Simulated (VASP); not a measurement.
Here is a VASP 6.6.1 calculation.

POSCAR

```
HfO2
1.0
    1.0000140832      3.1429014044      3.1429014044
    3.1429014044      1.0000140832      3.1429014044
    3.1429014044      3.1429014044      1.0000140832
Hf O
1 2
Direct
    0.0000000000      0.0000000000      0.0000000000
    0.2500000000      0.2500000000      0.2500000000
    0.7500000000      0.7500000000      0.7500000000
```

The input INCAR.step1:

```
  ALGO = Normal
  EDIFF = 1E-4
  ENCUT = 520
  GGA = PE
  ISMEAR = 0
  LASPH = True
  LCHARG = False
  LREAL = False
  LWAVE = True
  NBANDS = 18
  NELM = 60
  PREC = Accurate
  SIGMA = 0.05
```

File INCAR.step2:

```
  ALGO = Normal
  EDIFF = 1E-6
  ENCUT = 520
  ISIF = 2
  ISMEAR = 0
  ISTART = 1
  LASPH = True
  LCHARG = False
  LMIXTAU = True
  LREAL = False
  LWAVE = False
  METAGGA = R2SCAN
  NBANDS = 18
  NELM = 60
  PREC = Accurate
  SIGMA = 0.05
```

KPOINTS

```
k-points
0
Gamma
  8 8 8
```

Potentials or basis: VASP PAW PBE potentials, release 64 (Hf_pv, O).

The run is started by

```sh
$ cat potpaw_PBE.64/Hf_pv/POTCAR potpaw_PBE.64/O/POTCAR > POTCAR
$ cp INCAR.step1 INCAR
$ mpirun -np 1 vasp_std > vasp.out
$ cp INCAR.step2 INCAR
$ mpirun -np 1 vasp_std > vasp.out
```

(1) Estimate the largest force.

(2) Estimate the pressure.

(3) Estimate the band gap on the k mesh.

## Answers

(1) 0.695 eV/Å.

(2) 28.3 GPa.

(3) 4.00 eV, indirect (least direct gap 4.68 eV).

Caveat: the PAW data sets were made with another functional, which shifts forces and pressure a little; spin-orbit coupling is left out, which moves the levels of the heavy elements.
